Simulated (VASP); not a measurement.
# Al3H2 (P-3m1) in VASP: notebook

Al3H2 is run at these levels: PBE; tasks: relaxation of cell and atoms, single point.

Everything below comes from runs of VASP 6.6.1. Logs are shortened: lines on timing, memory, paths and dates and some standing lists are left out, and cuts for length are marked.

**1. The cell of the first run**

The structure is trigonal, space group P-3m1 (No. 164). The conventional cell has a = 2.857 Å, b = 2.857 Å, c = 8.452 Å, α = 90.00°, β = 90.00°, γ = 120.00°. Within 2.4 Å of Al (site symmetry -3m) lie 2 H at 1.82 Å. Within 2.9 Å of Al (site symmetry 3m) lie 3 H at 2.09 Å and 9 Al at 2.78 to 2.86 Å. Within 2.4 Å of H (site symmetry 3m) lie 4 Al at 1.82 to 2.09 Å.

**2. Relaxation of cell and atoms, PBE (with an interstitial atom)**

File INCAR:

```
PREC = Accurate ; ENCUT = 600
EDIFF = 1E-6 ; ISMEAR = 0
SIGMA = 0.1 ; LREAL = False
LASPH = True ; NELM = 60
ALGO = Normal ; ISIF = 3
LWAVE = False ; LCHARG = False
GGA = PE ; IBRION = 2
NSW = 100 ; EDIFFG = -0.01
```

File KPOINTS:

```
Automatic mesh
0
Gamma
  12 12 4
```

File POSCAR:

```
Al3H2
1.0
    2.8567066387      0.0000000000      0.0000000000
   -1.4283533194      2.4739805203      0.0000000000
    0.0000000000      0.0000000000      8.4519029548
Al H
3 2
Direct
    0.0000000000      0.0000000000      0.0000000000
    0.3333333333      0.6666666667      0.3676006823
    0.6666666667      0.3333333333      0.6323993177
    0.0000000000      0.0000000000      0.7848926480
    0.0000000000      0.0000000000      0.2151073520
```

Potentials or basis: VASP PAW PBE potentials, release 64 (Al, H).

Launch:

```bash
cat potpaw_PBE.64/Al/POTCAR potpaw_PBE.64/H/POTCAR > POTCAR
mpirun -np 1 vasp_std > vasp.out
```

OUTCAR:

```text
PREC = Accurate
   ENCUT = 600
   EDIFF = 1E-6
   ISMEAR = 0
   LREAL = False
   LASPH = True
   NELM = 60
   ISIF = 3
   GGA = PE
   IBRION = 2
   NSW = 100
   EDIFFG = -0.01

 ion  position               nearest neighbor table
   1  0.000  0.000  0.000-   4 1.82   5 1.82
   2  0.333  0.667  0.368-   5 2.09   5 2.09   5 2.09   3 2.78   3 2.78   3 2.78
   3  0.667  0.333  0.632-   4 2.09   4 2.09   4 2.09   2 2.78   2 2.78   2 2.78
   4  0.000  0.000  0.785-   1 1.82   3 2.09   3 2.09   3 2.09
   5  0.000  0.000  0.215-   1 1.82   2 2.09   2 2.09   2 2.09

  LATTYP: Found a hexagonal cell.
 ALAT       =     2.8567066387
 C/A-ratio  =     2.9586177454

  Lattice vectors:

 A1 = (   2.8567066387,   0.0000000000,   0.0000000000)
 A2 = (  -1.4283533194,   2.4739805203,   0.0000000000)
 A3 = (   0.0000000000,   0.0000000000,   8.4519029548)

Analysis of symmetry for initial positions (statically):
=====================================================================
 Subroutine PRICEL returns:
 Original cell was already a primitive cell.

 Routine SETGRP: Setting up the symmetry group for a
 hexagonal supercell.

 Subroutine GETGRP returns: Found 12 space group operations
 (whereof 12 operations were pure point group operations)
 out of a pool of 24 trial point group operations.

The static configuration has the point symmetry D_3d.

Analysis of symmetry for dynamics (positions and initial velocities):
=====================================================================
 Subroutine PRICEL returns:
 Original cell was already a primitive cell.

 Routine SETGRP: Setting up the symmetry group for a
 hexagonal supercell.

 Subroutine GETGRP returns: Found 12 space group operations
 (whereof 12 operations were pure point group operations)
 out of a pool of 24 trial point group operations.

The dynamic configuration has the point symmetry D_3d.

 Subroutine INISYM returns: Found 12 space group operations
 (whereof 12 operations are pure point group operations),
 and found     1 'primitive' translations

----------------------------------------------------------------------------------------

                                     Primitive cell

  volume of cell :      59.7333

  direct lattice vectors                    reciprocal lattice vectors
     2.856706639  0.000000000  0.000000000     0.350053445  0.202103451  0.000000000
    -1.428353319  2.473980520  0.000000000     0.000000000  0.404206901  0.000000000
     0.000000000  0.000000000  8.451902955     0.000000000  0.000000000  0.118316550

  length of vectors
     2.856706639  2.856706639  8.451902955     0.404206901  0.404206901  0.118316550

  position of ions in fractional coordinates (direct lattice)
     0.000000000  0.000000000  0.000000000
     0.333333333  0.666666667  0.367600682
     0.666666667  0.333333333  0.632399318
     0.000000000  0.000000000  0.784892648
     0.000000000  0.000000000  0.215107352

  ion indices of the primitive-cell ions
   primitive index   ion index
                 1           1
                 2           2
                 3           3
                 4           4
                 5           5

----------------------------------------------------------------------------------------

 KPOINTS: Automatic mesh

Automatic generation of k-mesh.
 Grid dimensions read from file:
 generate k-points for:   12   12    4

 Generating k-lattice:

  Cartesian coordinates                     Fractional coordinates (reciprocal lattice)
     0.029171120  0.016841954  0.000000000     0.083333333 -0.000000000  0.000000000
     0.000000000  0.033683908  0.000000000     0.000000000  0.083333333  0.000000000
     0.000000000  0.000000000  0.029579138     0.000000000  0.000000000  0.250000000

  Length of vectors
     0.033683908  0.033683908  0.029579138

  Shift w.r.t. Gamma in fractional coordinates (k-lattice)
     0.000000000  0.000000000  0.000000000

 Subroutine IBZKPT returns following result:
 ===========================================

 Found     69 irreducible k-points:

 Following reciprocal coordinates:
            Coordinates               Weight
  0.000000  0.000000  0.000000      1.000000
  0.083333  0.000000  0.000000      6.000000
  0.166667 -0.000000  0.000000      6.000000
  0.250000  0.000000  0.000000      6.000000
  0.333333 -0.000000  0.000000      6.000000
  0.416667  0.000000  0.000000      6.000000
[... 16 lines left out ...]
  0.166667 -0.000000  0.250000      6.000000
  0.000000  0.166667  0.250000      6.000000
 [... further k-points ...]
   k-points           NKPTS =     69   k-points in BZ     NKDIM =     69   number of bands    NBANDS=      9
   number of dos      NEDOS =    301   number of ions     NIONS =      5
   total plane-waves  NPLWV =  40320
   dimension x,y,z NGX =    24 NGY =   24 NGZ =   70
   dimension x,y,z NGXF=    48 NGYF=   48 NGZF=  140
   ions per type =               3   2
   NGX,Y,Z   is equivalent  to a cutoff of  13.97, 13.97, 13.77 a.u.
   NGXF,Y,Z  is equivalent  to a cutoff of  27.93, 27.93, 27.54 a.u.
 SYSTEM =  unknown system
   PREC   = accura    normal or accurate (medium, high low for compatibility)
   ISTART =      0    job   : 0-new  1-cont  2-samecut
   ICHARG =      2    charge: 1-file 2-atom 10-const
   ISPIN  =      1    spin polarized calculation?
   LNONCOLLINEAR =      F non collinear calculations
   LSORBIT =      F    spin-orbit coupling
   LASPH  =      T    aspherical Exc in radial PAW
   ENCUT  =  600.0 eV  44.10 Ry    6.64 a.u.   5.71  5.71 16.88*2*pi/ulx,y,z
   NELM   =     60;   NELMIN=  2; NELMDL= -5     # of ELM steps
   EDIFF  = 0.1E-05   stopping-criterion for ELM
   LREAL  =      F    real-space projection
   EDIFFG = -.1E-01   stopping-criterion for IOM
   NSW    =    100    number of steps for IOM
   IBRION =      2    ionic relax: 0-MD 1-quasi-New 2-CG
   NFREE  =      1    steps in history (QN), initial steepest desc. (CG)
   ISIF   =      3    stress and relaxation
   ISYM   =      2    0-nonsym 1-usesym 2-fastsym
   POTIM  = 0.5000    time-step for ionic-motion
   TEBEG  =    0.0;   TEEND  =   0.0 temperature during run
   PSTRESS=    0.0 pullay stress
   NELECT =      11.0000    total number of electrons
   NUPDOWN=      -1.0000    fix difference up-down
   EMIN   =  10.00;   EMAX   =-10.00  energy-range for DOS
   EFERMI =   0.00;   METHOD = LEGACY
   ISMEAR =     0;   SIGMA  =   0.10  broadening in eV -4-tet -1-fermi 0-gaus
   EFERMI_NEDOS =   21; number of points for ismear=-14 and -15
   IALGO  =     38    algorithm
   IMIX   =      4    mixing-type and parameters
     AMIX     =   0.40;   BMIX     =  1.00
     AMIX_MAG =   1.60;   BMIX_MAG =  1.00
  volume/ion in A,a.u.               =      11.95        80.62
  Fermi-wavevector in a.u.,A,eV,Ry     =   0.931394  1.760080 11.802991  0.867495
  Thomas-Fermi vector in A             =   2.057883
   LORBIT       =      0    0 simple, 1 ext, 2 COOP (PROOUT), +10 PAW based schemes
   GGA     = PE    functional components
   LHFCALC =     F    Hartree Fock is set to
   AEXX    =    0.0000 exact exchange contribution
   IVDW    =     0    specifies the selected vdW correction
   LEPSILON=     F    determine dielectric tensor
   LRPA    =     F    only Hartree local field effects (RPA)
 conjugate gradient relaxation of ions
 non-spin polarized calculation
 Gauss-broadening in eV      SIGMA  =   0.10
  energy-cutoff  :      600.00
  volume of cell :       59.73
 maximum number of plane-waves:      2012
 NGX is ok and might be reduce to    24
   NGX = 11   NGY = 11   NGZ = 33

--------------------------------------- Ionic step        1  -------------------------------------------

 number of electron      11.0000000 magnetization

 Free energy of the ion-electron system (eV)
  ---------------------------------------------------
  ext. energy  EPLUGINS =         0.00000000
  ---------------------------------------------------
  free energy    TOTEN  =       -16.65434971 eV

  energy without entropy =      -16.64725765  energy(sigma->0) =      -16.65080368

------------------------ aborting loop because EDIFF is reached ----------------------------------------

  FORCE on cell =-STRESS in cart. coord.  units (eV):
  Direction    XX          YY          ZZ          XY          YZ          ZX
  --------------------------------------------------------------------------------------
  -------------------------------------------------------------------------------------
  Total       -1.0413781     -1.0413781      1.5549653      0.0000000     -0.0000000     -0.0000000
  in kB      -27.9320377    -27.9320377     41.7075663      0.0000000     -0.0000000     -0.0000000
  external PRESSURE =      -4.7188363 kB  Pullay stress =       0.0000000 kB
[... 98 lines left out ...]
  FREE ENERGIE OF THE ION-ELECTRON SYSTEM (eV)
  ---------------------------------------------------
  free  energy   TOTEN  =       -16.7149087586 eV

  energy  without entropy=      -16.7074880777  energy(sigma->0) =      -16.71119842

[... ionic steps 4 to 11 ...]

--------------------------------------- Ionic step       12  -------------------------------------------

 number of electron      11.0000001 magnetization

------------------------ aborting loop because EDIFF is reached ----------------------------------------
[... 73 lines left out ...]
--------------------------------------- Ionic step       14  -------------------------------------------

 number of electron      11.0000001 magnetization

 Free energy of the ion-electron system (eV)
  ---------------------------------------------------
  ext. energy  EPLUGINS =         0.00000000
  ---------------------------------------------------
  free energy    TOTEN  =       -16.75535252 eV

  energy without entropy =      -16.74759467  energy(sigma->0) =      -16.75147359

 E-fermi :   6.4142     XC(G=0):  -9.8452

 val. band max:        6.4022538729   @ k =   0.3333   0.2500   0.0000
 cond. band min:       6.4189195891   @ k =  -0.2500  -0.4167   0.2500
 fundamental gap:      0.0166657162
 Fermi energy:         6.4142470057

 k-point     1 :       0.0000    0.0000    0.0000
  band No.  band energies     occupation
      1      -4.7576      2.00000
      2      -3.3180      2.00000
      3      -2.5808      2.00000
      4       1.8979      2.00000
      5       2.4907      2.00000
      6      10.0238      0.00000
      7      10.7338      0.00000
      8      17.3797      0.00000
      9      18.4328      0.00000
[... 265 lines left out ...]
 k-point    24 :       0.0000    0.1667    0.2500
  band No.  band energies     occupation
      1      -3.9681      2.00000
      2      -3.1057      2.00000
      3      -1.2238      2.00000
      4       1.2475      2.00000
      5       4.5348      2.00000
      6       8.6317      0.00000
      7      12.1461      0.00000
      8      13.1809      0.00000
      9      13.8853      0.00000

 [... further k-points ...]

------------------------ aborting loop because EDIFF is reached ----------------------------------------

  FORCE on cell =-STRESS in cart. coord.  units (eV):
  Direction    XX          YY          ZZ          XY          YZ          ZX
  --------------------------------------------------------------------------------------
  -------------------------------------------------------------------------------------
  Total        0.0254010      0.0254010     -0.0291103     -0.0000000     -0.0000000      0.0000000
  in kB        0.6732917      0.6732917     -0.7716135     -0.0000000     -0.0000000      0.0000000
  external PRESSURE =       0.1916567 kB  Pullay stress =       0.0000000 kB
[... 20 lines left out ...]
  FREE ENERGIE OF THE ION-ELECTRON SYSTEM (eV)
  ---------------------------------------------------
  free  energy   TOTEN  =       -16.7553525162 eV

  energy  without entropy=      -16.7475946659  energy(sigma->0) =      -16.75147359

 reached required accuracy - stopping structural energy minimisation
```

It took 2 min on 1 thread of Intel Xeon 6975P-C (Granite Rapids), shared host; peak memory 0.22 GiB.

Results:

```
Free energy                           : -16.7554 eV
Relaxed volume                        : 12.09 Å³/atom
Relaxed cell                          : a = 2.769 Å, b = 2.769 Å, c = 9.102 Å, α = 90.00°, β = 90.00°, γ = 120.00°
Space group after relaxing (to 0.1 Å) : P-3m1 (No. 164)
Energy gained by relaxing             : 20.2 meV/atom
Ionic steps                           : 14
Pressure after relaxing               : 0.0 GPa
Largest force after relaxing          : 0.003 eV/Å
Band gap on the k mesh                : zero (an odd number of electrons rules out a gap without spin polarisation)
```

Forces on the atoms (eV/Å):
```
Al   0.000  0.000  0.000
Al   0.000  0.000 -0.003
Al   0.000  0.000  0.003
H    0.000  0.000  0.000
H    0.000  0.000  0.000
```

Stress tensor (GPa, compression positive):
```
 0.07  0.00  0.00
 0.00  0.07  0.00
 0.00  0.00 -0.08
```

Step by step:
| step | energy change (eV) | largest force (eV/Å) | pressure (GPa) | volume (Å³) |
| --- | --- | --- | --- | --- |
| 1 | 0.0000 | 0.1839 | -0.47 | 59.73 |
| 2 | -0.0390 | 0.1085 | -0.18 | 59.42 |
| 3 | -0.0606 | 0.1816 | 0.36 | 59.05 |
| 4 | -0.0484 | 0.3310 | 2.11 | 58.25 |
| 5 | -0.0653 | 0.2357 | 0.88 | 58.79 |
| 6 | -0.0752 | 0.2157 | 0.21 | 59.48 |
| 7 | -0.0848 | 0.1899 | -1.05 | 60.87 |
| 8 | -0.0930 | 0.1368 | -0.63 | 60.63 |
| 9 | -0.0998 | 0.0534 | 0.17 | 60.20 |
| 10 | -0.0999 | 0.0550 | 0.29 | 60.14 |
| 11 | -0.1005 | 0.0416 | 0.11 | 60.35 |
| 12 | -0.1007 | 0.0321 | -0.03 | 60.51 |
| 13 | -0.1009 | 0.0212 | -0.01 | 60.48 |
| 14 | -0.1010 | 0.0031 | 0.02 | 60.44 |

Final structure:
```xyz
5
Lattice="2.7692 0.0000 0.0000 -1.3846 2.3982 0.0000 0.0000 0.0000 9.1016" Properties=species:S:1:pos:R:3 pbc="T T T"
Al    1.3846    2.3982    0.0000
Al    0.0000    1.5988    3.2962
Al    1.3846    0.7994    5.8053
H     0.0000    0.0000    7.2714
H    -1.3846    2.3982    1.8302
```

Levels at points of the mesh, in eV from the Fermi level:
| k point | band 1 | band 2 | band 3 | band 4 | band 5 | band 6 | band 7 | band 8 | band 9 |
| --- | --- | --- | --- | --- | --- | --- | --- | --- | --- |
| (0.00, 0.00, 0.00) | -11.17 | -9.73 | -9.00 | -4.52 | -3.92 | 3.61 | 4.32 | 10.97 | 12.02 |
| (0.50, 0.00, 0.00) | -6.08 | -5.29 | -4.10 | -3.03 | -2.64 | -1.66 | 1.03 | 1.19 | 2.56 |
| (0.00, 0.00, 0.50) | -10.86 | -10.59 | -7.29 | -7.05 | -1.05 | 0.15 | 8.46 | 8.58 | 12.59 |
| (0.50, 0.00, 0.50) | -5.82 | -5.71 | -3.98 | -3.20 | -2.16 | -1.03 | -0.76 | 1.10 | 3.54 |

Caveat: the cell differs from its parent crystal (with an interstitial atom).

**3. Single point, PBE**

This run uses another cell than the first one, of 11.51 Å³/atom.

File INCAR:

```
ALGO = Normal ; EDIFF = 1E-7
ENCUT = 520 ; GGA = PE
ISIF = 2 ; ISMEAR = 0
LASPH = True ; LCHARG = False
LREAL = False ; LWAVE = False
NBANDS = 14 ; NELM = 100
PREC = Accurate ; SIGMA = 0.2
```

File KPOINTS:

```
k-points
0
Gamma
  6 6 2
```

File POSCAR:

```
Al3H2
1.0
    2.8779951273      0.0000000000      0.0000000000
   -1.4389975637      2.4924168922      0.0000000000
    0.0000000000      0.0000000000      8.0212229796
Al H
3 2
Direct
    0.3333333333      0.6666666667      0.2873449161
    0.6666666667      0.3333333333      0.7126550839
    0.0000000000      0.0000000000      0.0000000000
    0.3333333333      0.6666666667      0.5881657487
    0.6666666667      0.3333333333      0.4118342513
```

Potentials or basis: VASP PAW PBE potentials, release 64 (Al, H).

Launch:

```bash
cat potpaw_PBE.64/Al/POTCAR potpaw_PBE.64/H/POTCAR > POTCAR
mpirun -np 1 vasp_std > vasp.out
```

Wall time 6.1 s (1 thread of Intel Xeon 6975P-C (Granite Rapids), shared host); peak memory 0.17 GiB.

It converged, with:

```yaml
Free_energy: -16.8764 eV
Pressure: -0.3 GPa
Largest_force: 0.009 eV/Å
Band_gap_on_the_k_mesh: zero (an odd number of electrons rules out a gap without spin polarisation)
```

Forces on the atoms (eV/Å):
```
Al   0.000  0.000  0.009
Al   0.000  0.000 -0.009
Al   0.000  0.000  0.000
H    0.000  0.000 -0.003
H    0.000  0.000  0.003
```

Stress tensor (GPa, compression positive):
```
-0.24  0.00  0.00
 0.00 -0.24  0.00
 0.00  0.00 -0.37
```

Levels at points of the mesh, in eV from the Fermi level:
| k point | band 2 | band 3 | band 4 | band 5 | band 6 | band 7 | band 8 | band 9 |
| --- | --- | --- | --- | --- | --- | --- | --- | --- |
| (0.00, 0.00, 0.00) | -9.92 | -9.35 | -3.97 | -1.93 | 6.21 | 8.43 | 9.59 | 10.36 |
| (0.50, 0.00, 0.00) | -6.31 | -4.47 | -4.35 | -3.34 | -2.17 | 1.09 | 2.59 | 3.53 |
| (0.00, 0.00, 0.50) | -11.02 | -7.48 | -6.27 | 0.94 | 2.95 | 8.57 | 10.63 | 10.63 |
| (0.50, 0.00, 0.50) | -6.29 | -4.89 | -4.74 | -2.24 | -0.74 | -0.45 | 0.04 | 5.33 |

Caveat: the k points lie up to 0.42 Å⁻¹ apart, too coarse for converged energies and pressures of a metal.
